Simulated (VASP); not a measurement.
Here is a VASP 6.6.1 calculation.

INCAR

```
SYSTEM = TlSn
ALGO = Normal
EDIFF = 1E-8
ENCUT = 520
GGA = CA
ISIF = 2
ISMEAR = -1
LASPH = .TRUE.
LCHARG = .FALSE.
LEFG = .TRUE.
LREAL = .FALSE.
LWAVE = .FALSE.
NBANDS = 20
NELM = 60
PREC = Accurate
SIGMA = 0.08
```

File KPOINTS:

```
k-points
0
G
  9 9 8
  0 0 0
```

Contents of POSCAR:

```
TlSn
1.0
    3.6147298654      0.0000000000      0.0000000000
    0.0000000000      3.6147298654      0.0000000000
    0.0000000000      0.0000000000      4.3750000000
Tl Sn
1 1
Direct
    0.0000000000      0.0000000000      0.0000000000
    0.5000000000      0.5000000000      0.5000000000
```

Potentials or basis: VASP PAW LDA potentials, release 64 (Tl_d, Sn_d).

Launch:

```bash
$ cat potpaw_LDA.64/Tl_d/POTCAR potpaw_LDA.64/Sn_d/POTCAR > POTCAR
$ mpirun -np 1 vasp_std > vasp.out
```

(1) Estimate the pressure.

## Answers

(1) -3.3 GPa.

Caveat: without QUAD_EFG the Cq values of the log hold for a quadrupole moment of 1 mb, not for the nuclei.
